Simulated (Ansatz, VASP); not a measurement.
**Ge in VASP and in Ansatz**

Contents of POSCAR:

```
Ge
1.0
    2.7104700000      0.0000000000      0.0000000000
    0.0000000000      2.7104700000      0.0000000000
    0.0000000000      0.0000000000      2.7104700000
Ge
1
Direct
    0.0000000000      0.0000000000      0.0000000000
```

INCAR.step1

```
SYSTEM = Ge
PREC = Accurate
ENCUT = 520
EDIFF = 1E-5
ISMEAR = -1
SIGMA = 0.05
LREAL = .False.
LASPH = .True.
NELM = 150
ALGO = Normal
ISIF = 2
LWAVE = .True.
MAGMOM = 0 0 0
LORBIT = 11
LSORBIT = .True.
GGA_COMPAT = .False.
LORBMOM = .True.
GGA = PE
NBANDS = 25
```

The input INCAR.step2:

```
SYSTEM = Ge
PREC = Accurate
ENCUT = 520
EDIFF = 1E-7
ISMEAR = -1
SIGMA = 0.05
LREAL = .False.
LASPH = .True.
NELM = 150
ALGO = Normal
ISIF = 2
LWAVE = .False.
LCHARG = .True.
MAGMOM = 0 0 0
LORBIT = 11
LSORBIT = .True.
GGA_COMPAT = .False.
LORBMOM = .True.
GGA = PE
LHFCALC = .True.
AEXX = 0.25
PRECFOCK = Normal
LVHAR = .True.
ISTART = 1
NBANDS = 25
```

Contents of KPOINTS:

```
regular mesh
0
Gamma
  4 4 4
  0 0 0
```

Contents of input:

```
crystal:
  lattice:
    - [2.71047, 0.0, 0.0]
    - [0.0, 2.71047, 0.0]
    - [0.0, 0.0, 2.71047]
  atoms:
    - { symbol: Ge, position: [0.0, 0.0, 0.0] }
hamiltonian:
  xc: pbe0
  pseudopotentials: { kind: paw_fr }
magnetization:
  noncollinear: true
  spin_orbit: true
kpoints:
  mp_grid: { grid: [4, 4, 4] }
scf:
  occupations: { method: fermi_dirac, width: 0.05 }
output:
  forces: true
  stress: true
  eigenvalues: true
```

Alike in both runs: task single point; functional PBE0; k mesh 4 × 4 × 4; occupations fermi-dirac, width 0.05 eV; non-collinear spin, spin-orbit coupling.

|  | VASP | Ansatz |
| --- | --- | --- |
| version | VASP 6.6.1 | Ansatz 0.2.0 |
| potentials or method | VASP PAW PBE potentials, release 64 (Ge_d) | Ansatz PAW |
| plane-wave cutoff (eV) | 520 | 420 |
| valence electrons in the cell | 14 | 14 |

Ansatz gave:

| Item | Value |
| --- | --- |
| pressure (GPa) | -1.8 |

Q: Which values does VASP return?

A: Pressure (GPa): -2.0.

The k mesh is coarse, so the values compare programs but aren't converged.
